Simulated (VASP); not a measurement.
# SrFeO4 (P-6m2) in VASP: notebook

SrFeO4 is run at these levels: PBE; tasks: single point, relaxation of cell and atoms.

Everything below comes from runs of VASP 6.6.1. Logs are shortened: lines on timing, memory, paths and dates and some standing lists are left out, and cuts for length are marked.

## (1) The cell of the first run

The structure is hexagonal, space group P-6m2 (No. 187). Conventional cell: a = 5.320 Å, b = 5.320 Å, c = 2.871 Å, α = 90.00°, β = 90.00°, γ = 120.00°. Sr (site symmetry -6m2) has 2 Sr at 2.87 Å and 15 O at 3.03 to 3.07 Å and 3 Fe at 3.07 Å within 3.8 Å. Within 2.6 Å of Fe (site symmetry -6m2) lie 6 O at 1.98 Å. O (site symmetry -6m2) has 8 O at 2.23 to 2.87 Å within 3.0 Å. Within 2.6 Å of O (site symmetry mm2) lie 2 Fe at 1.98 Å and 4 O at 2.23 to 2.35 Å.

## (2) Single point, PBE, collinear spin, ferromagnetic start

INCAR reads:

```
PREC     = Accurate       # precision mode
ENCUT    = 520            # plane-wave cutoff, eV
EDIFF    = 1E-7           # SCF threshold, eV
ISMEAR   = 0              # smearing method
SIGMA    = 0.1            # smearing width, eV
LREAL    = F              # projectors in reciprocal space
LASPH    = T              # aspherical terms in the spheres
NELM     = 150            # most SCF steps
ALGO     = Normal         # electronic algorithm
ISIF     = 2              # what is computed and relaxed
LWAVE    = F              # write WAVECAR
LCHARG   = F              # write CHGCAR
ISPIN    = 2              # spin polarisation
MAGMOM   = 0 4 0 0 0 0    # initial moments
LORBIT   = 11             # projections on sites
LMAXMIX  = 4              # l up to which the mixer works
GGA      = PE             # functional
NBANDS   = 34             # bands
```

KPOINTS reads:

```
regular mesh
0
Gamma
  6 6 4
```

POSCAR reads:

```
SrFeO4
1.0
    5.3196937700      0.0000000000      0.0000000000
   -2.6598468850      4.6069899452      0.0000000000
    0.0000000000      0.0000000000      2.8709937443
Sr Fe O
1 1 4
Direct
    0.0000000000      0.0000000000      0.0000000000
    0.3333333333      0.6666666667      0.0000000000
    0.6666666667      0.3333333333      0.0000000000
    0.4807984370      0.9615968740      0.5000000000
    0.0384031260      0.5192015630      0.5000000000
    0.4807984370      0.5192015630      0.5000000000
```

Potentials or basis: VASP PAW PBE potentials, release 64 (Sr_sv, Fe, O).

Started as:

```sh
$ cat potpaw_PBE.64/Sr_sv/POTCAR potpaw_PBE.64/Fe/POTCAR potpaw_PBE.64/O/POTCAR > POTCAR
$ mpirun -np 1 vasp_std > vasp.out
```

OUTCAR:

```text
PREC = Accurate
   ENCUT = 520
   EDIFF = 1E-7
   ISMEAR = 0
   LREAL = F
   LASPH = T
   NELM = 150
   ISIF = 2
   ISPIN = 2
   LORBIT = 11
   GGA = PE

 ion  position               nearest neighbor table
   1  0.000  0.000  0.000-   4 3.03   4 3.03   4 3.03   4 3.03   5 3.03   5 3.03   6 3.03   6 3.03
                             6 3.03   6 3.03   5 3.03   5 3.03   2 3.07   3 3.07   3 3.07   2 3.07
   2  0.333  0.667  0.000-   5 1.98   5 1.98   4 1.98   4 1.98   6 1.98   6 1.98   1 3.07   1 3.07
                             1 3.07
   3  0.667  0.333  0.000-   1 3.07   1 3.07   1 3.07
   4  0.481  0.962  0.500-   2 1.98   2 1.98   1 3.03   1 3.03   1 3.03   1 3.03
   5  0.038  0.519  0.500-   2 1.98   2 1.98   1 3.03   1 3.03   1 3.03   1 3.03
   6  0.481  0.519  0.500-   2 1.98   2 1.98   1 3.03   1 3.03   1 3.03   1 3.03

  LATTYP: Found a hexagonal cell.
 ALAT       =     5.3196937700
 C/A-ratio  =     0.5396915440

  Lattice vectors:

 A1 = (   5.3196937700,   0.0000000000,   0.0000000000)
 A2 = (  -2.6598468850,   4.6069899452,   0.0000000000)
 A3 = (   0.0000000000,   0.0000000000,   2.8709937443)

Analysis of symmetry for initial positions (statically):
=====================================================================
 Subroutine PRICEL returns:
 Original cell was already a primitive cell.

 Routine SETGRP: Setting up the symmetry group for a
 hexagonal supercell.

 Subroutine GETGRP returns: Found 12 space group operations
 (whereof 12 operations were pure point group operations)
 out of a pool of 24 trial point group operations.

The static configuration has the point symmetry D_3h.

Analysis of symmetry for dynamics (positions and initial velocities):
=====================================================================
 Subroutine PRICEL returns:
 Original cell was already a primitive cell.

 Routine SETGRP: Setting up the symmetry group for a
 hexagonal supercell.

 Subroutine GETGRP returns: Found 12 space group operations
 (whereof 12 operations were pure point group operations)
 out of a pool of 24 trial point group operations.

The dynamic configuration has the point symmetry D_3h.

Analysis of structural, dynamic, and magnetic symmetry:
=====================================================================
 Subroutine PRICEL returns:
 Original cell was already a primitive cell.

 Routine SETGRP: Setting up the symmetry group for a
 hexagonal supercell.

 Subroutine GETGRP returns: Found 12 space group operations
 (whereof 12 operations were pure point group operations)
 out of a pool of 24 trial point group operations.

The overall configuration has the point symmetry D_3h.

 Subroutine INISYM returns: Found 12 space group operations
 (whereof 12 operations are pure point group operations),
 and found     1 'primitive' translations

----------------------------------------------------------------------------------------

                                     Primitive cell

  volume of cell :      70.3617

  direct lattice vectors                    reciprocal lattice vectors
     5.319693770  0.000000000  0.000000000     0.187980745  0.108530734  0.000000000
    -2.659846885  4.606989945  0.000000000     0.000000000  0.217061468  0.000000000
     0.000000000  0.000000000  2.870993744     0.000000000  0.000000000  0.348311452

  length of vectors
     5.319693770  5.319693770  2.870993744     0.217061468  0.217061468  0.348311452

  position of ions in fractional coordinates (direct lattice)
     0.000000000  0.000000000  0.000000000
     0.333333333  0.666666667  0.000000000
     0.666666667  0.333333333  0.000000000
     0.480798437  0.961596874  0.500000000
     0.038403126  0.519201563  0.500000000
     0.480798437  0.519201563  0.500000000

  ion indices of the primitive-cell ions
   primitive index   ion index
                 1           1
                 2           2
                 3           3
                 4           4
                 5           5
                 6           6

----------------------------------------------------------------------------------------

 KPOINTS: regular mesh

Automatic generation of k-mesh.
 Grid dimensions read from file:
 generate k-points for:    6    6    4

 Generating k-lattice:

  Cartesian coordinates                     Fractional coordinates (reciprocal lattice)
     0.031330124  0.018088456  0.000000000     0.166666667  0.000000000  0.000000000
     0.000000000  0.036176911  0.000000000     0.000000000  0.166666667  0.000000000
     0.000000000  0.000000000  0.087077863     0.000000000  0.000000000  0.250000000

  Length of vectors
     0.036176911  0.036176911  0.087077863

  Shift w.r.t. Gamma in fractional coordinates (k-lattice)
     0.000000000  0.000000000  0.000000000

 Subroutine IBZKPT returns following result:
 ===========================================

 Found     21 irreducible k-points:

 Following reciprocal coordinates:
            Coordinates               Weight
  0.000000  0.000000  0.000000      1.000000
  0.166667 -0.000000  0.000000      6.000000
  0.333333  0.000000  0.000000      6.000000
  0.500000  0.000000  0.000000      3.000000
  0.166667  0.166667  0.000000      6.000000
  0.333333  0.166667  0.000000     12.000000
[... 13 lines left out ...]
  0.333333  0.166667  0.500000     12.000000
  0.333333  0.333333  0.500000      2.000000
   k-points           NKPTS =     21   k-points in BZ     NKDIM =     21   number of bands    NBANDS=     34
   number of dos      NEDOS =    301   number of ions     NIONS =      6
   total plane-waves  NPLWV =  38400
   dimension x,y,z NGX =    40 NGY =   40 NGZ =   24
   dimension x,y,z NGXF=    80 NGYF=   80 NGZF=   48
   ions per type =               1   1   4
   NGX,Y,Z   is equivalent  to a cutoff of  12.50, 12.50, 13.90 a.u.
   NGXF,Y,Z  is equivalent  to a cutoff of  25.00, 25.00, 27.79 a.u.
 SYSTEM =  unknown system
   PREC   = accura    normal or accurate (medium, high low for compatibility)
   ISTART =      0    job   : 0-new  1-cont  2-samecut
   ICHARG =      2    charge: 1-file 2-atom 10-const
   ISPIN  =      2    spin polarized calculation?
   LNONCOLLINEAR =      F non collinear calculations
   LSORBIT =      F    spin-orbit coupling
   LASPH  =      T    aspherical Exc in radial PAW
   ENCUT  =  520.0 eV  38.22 Ry    6.18 a.u.   9.89  9.89  5.34*2*pi/ulx,y,z
   NELM   =    150;   NELMIN=  2; NELMDL= -5     # of ELM steps
   EDIFF  = 0.1E-06   stopping-criterion for ELM
   LREAL  =      F    real-space projection
   EDIFFG = 0.1E-05   stopping-criterion for IOM
   NSW    =      0    number of steps for IOM
   IBRION =     -1    ionic relax: 0-MD 1-quasi-New 2-CG
   NFREE  =      0    steps in history (QN), initial steepest desc. (CG)
   ISIF   =      2    stress and relaxation
   ISYM   =      2    0-nonsym 1-usesym 2-fastsym
   POTIM  = 0.5000    time-step for ionic-motion
   TEBEG  =    0.0;   TEEND  =   0.0 temperature during run
   PSTRESS=    0.0 pullay stress
   NELECT =      42.0000    total number of electrons
   NUPDOWN=      -1.0000    fix difference up-down
   EMIN   =  10.00;   EMAX   =-10.00  energy-range for DOS
   EFERMI =   0.00;   METHOD = LEGACY
   ISMEAR =     0;   SIGMA  =   0.10  broadening in eV -4-tet -1-fermi 0-gaus
   EFERMI_NEDOS =   21; number of points for ismear=-14 and -15
   IALGO  =     38    algorithm
   IMIX   =      4    mixing-type and parameters
     AMIX     =   0.40;   BMIX     =  1.00
     AMIX_MAG =   1.60;   BMIX_MAG =  1.00
  volume/ion in A,a.u.               =      11.73        79.14
  Fermi-wavevector in a.u.,A,eV,Ry     =   1.378413  2.604822 25.851357  1.900021
  Thomas-Fermi vector in A             =   2.503476
   LORBIT       =     11    0 simple, 1 ext, 2 COOP (PROOUT), +10 PAW based schemes
   GGA     = PE    functional components
   LHFCALC =     F    Hartree Fock is set to
   AEXX    =    0.0000 exact exchange contribution
   IVDW    =     0    specifies the selected vdW correction
   LEPSILON=     F    determine dielectric tensor
   LRPA    =     F    only Hartree local field effects (RPA)
 spin polarized calculation
 Gauss-broadening in eV      SIGMA  =   0.10
  energy-cutoff  :      520.00
  volume of cell :       70.36
 maximum number of plane-waves:      1931
 NGX is ok and might be reduce to    40
   NGX = 19   NGY = 19   NGZ = 11

 number of electron      42.0000000 magnetization       1.3250985

 Free energy of the ion-electron system (eV)
  ---------------------------------------------------
  ext. energy  EPLUGINS =         0.00000000
  ---------------------------------------------------
  free energy    TOTEN  =       -32.45602720 eV

  energy without entropy =      -32.44205617  energy(sigma->0) =      -32.44904168

 E-fermi :   4.0256     XC(G=0): -11.0473

 val. band max:        4.0202488088   @ k =   0.3333   0.0000   0.5000
 cond. band min:       4.0343342781   @ k =   0.5000   0.0000   0.5000
 fundamental gap:      0.0140854694
 Fermi energy:         4.0255693542

 spin component 1

 k-point     1 :       0.0000    0.0000    0.0000
  band No.  band energies     occupation
      1     -32.5947      1.00000
      2     -15.6248      1.00000
      3     -14.3997      1.00000
      4     -14.3997      1.00000
      5     -13.5959      1.00000
      6     -13.5959      1.00000
[... 25 lines left out ...]
     32      14.4945      0.00000
     33      14.4945      0.00000

 k-point     2 :       0.1667   -0.0000    0.0000
  band No.  band energies     occupation
      1     -32.5944      1.00000
      2     -15.6342      1.00000
      3     -14.4521      1.00000
      4     -14.3714      1.00000
      5     -13.6974      1.00000
      6     -13.5321      1.00000
[... 676 lines left out ...]
 k-point    21 :       0.3333    0.3333    0.5000
  band No.  band energies     occupation
      1     -32.1623      1.00000
      2     -16.1202      1.00000
      3     -14.4384      1.00000
      4     -14.0136      1.00000
      5     -13.9906      1.00000
      6     -13.6229      1.00000
[... 25 lines left out ...]
     32      14.2763      0.00000
     33      15.1519      0.00000
 Fermi energy:         4.0255693542

 spin component 2

 k-point     1 :       0.0000    0.0000    0.0000
  band No.  band energies     occupation
      1     -32.5788      1.00000
      2     -15.9359      1.00000
      3     -14.3809      1.00000
      4     -14.3809      1.00000
      5     -13.6485      1.00000
      6     -13.6485      1.00000
[... 25 lines left out ...]
     32      14.6633      0.00000
     33      14.6633      0.00000

 k-point     2 :       0.1667   -0.0000    0.0000
  band No.  band energies     occupation
      1     -32.5785      1.00000
      2     -15.9162      1.00000
      3     -14.4380      1.00000
      4     -14.4125      1.00000
      5     -13.9459      1.00000
      6     -13.5801      1.00000
[... 676 lines left out ...]
 k-point    21 :       0.3333    0.3333    0.5000
  band No.  band energies     occupation
      1     -32.1488      1.00000
      2     -16.0857      1.00000
      3     -14.4705      1.00000
      4     -14.1507      1.00000
      5     -13.9751      1.00000
      6     -13.6664      1.00000
[... 25 lines left out ...]
     32      14.7796      0.00000
     33      15.3941      0.00000
 [bands above 33 left out]

------------------------ aborting loop because EDIFF is reached ----------------------------------------

  FORCE on cell =-STRESS in cart. coord.  units (eV):
  Direction    XX          YY          ZZ          XY          YZ          ZX
  --------------------------------------------------------------------------------------
  -------------------------------------------------------------------------------------
  Total        0.2127469      0.2127469      0.4817759      0.0000000      0.0000000      0.0000000
  in kB        4.8443746      4.8443746     10.9703245      0.0000000      0.0000000      0.0000000
  external PRESSURE =       6.8863579 kB  Pullay stress =       0.0000000 kB

 VOLUME and BASIS-vectors are now :
 -----------------------------------------------------------------------------
  energy-cutoff  :      520.00
  volume of cell :       70.36
      direct lattice vectors                 reciprocal lattice vectors
     5.319693770  0.000000000  0.000000000     0.187980745  0.108530734  0.000000000
    -2.659846885  4.606989945  0.000000000     0.000000000  0.217061468  0.000000000
     0.000000000  0.000000000  2.870993744     0.000000000  0.000000000  0.348311452

 POSITION                                       TOTAL-FORCE (eV/Angst)
 -----------------------------------------------------------------------------------
      0.00000      0.00000      0.00000        -0.000000     -0.000000      0.000000
     -0.00000      3.07133      0.00000        -0.000000     -0.000000      0.000000
      2.65985      1.53566      0.00000        -0.000000     -0.000000      0.000000
     -0.00000      4.43007      1.43550        -0.000000      0.100193     -0.000000
     -1.17670      2.39196      1.43550        -0.086770     -0.050096      0.000000
      1.17670      2.39196      1.43550         0.086770     -0.050096      0.000000
 -----------------------------------------------------------------------------------
    total drift:                               -0.000002      0.000001     -0.000000

  FREE ENERGIE OF THE ION-ELECTRON SYSTEM (eV)
  ---------------------------------------------------
  free  energy   TOTEN  =       -32.4560272010 eV

  energy  without entropy=      -32.4420561673  energy(sigma->0) =      -32.44904168

 total charge

# of ion       s       p       d       tot
------------------------------------------
    1        1.996   5.765   0.212   7.973
    2        0.429   0.592   6.123   7.144
    3        1.636   3.032   0.000   4.668
    4        1.602   3.271   0.000   4.873
    5        1.602   3.271   0.000   4.873
    6        1.602   3.271   0.000   4.873
--------------------------------------------------
tot          8.867  19.203   6.335  34.405

 magnetization (x)

# of ion       s       p       d       tot
------------------------------------------
    1        0.003   0.003   0.016   0.022
    2        0.011   0.030   2.547   2.588
    3       -0.011  -1.100   0.000  -1.111
    4       -0.002  -0.040   0.000  -0.042
    5       -0.002  -0.040   0.000  -0.042
    6       -0.002  -0.040   0.000  -0.042
--------------------------------------------------
tot         -0.001  -1.187   2.563   1.374
```

Wall time 3.2 min (1 thread of Intel Xeon 6975P-C, shared host); peak memory 0.27 GiB.

Results:

| Quantity | Value |
| --- | --- |
| Free energy | -32.4560 eV |
| Pressure | 0.7 GPa |
| Largest force | 0.100 eV/Å |
| Net moment | 1.33 μB per cell |
| Site moments | Sr +0.02; Fe +2.59; O -1.11, -0.04 μB |
| Valence electrons inside the program's atomic spheres | Sr 7.97; Fe 7.14; O 4.67, 4.87 |

Forces in eV/Å, atoms in the order of the input:
```
Sr   0.000  0.000  0.000
Fe   0.000  0.000  0.000
O    0.000  0.000  0.000
O    0.000  0.100  0.000
O   -0.087 -0.050  0.000
O    0.087 -0.050  0.000
```

Stress tensor (GPa, compression positive):
```
0.48 0.00 0.00
0.00 0.48 0.00
0.00 0.00 1.10
```

Caveat: the k points lie up to 0.55 Å⁻¹ apart; a cell with one magnetic atom can't hold antiferromagnetic order, which such compounds often take; semilocal functionals often make such compounds metallic where correlation or magnetic order opens a gap, which also shifts bond lengths.

(Continued in part 2 of 2.)
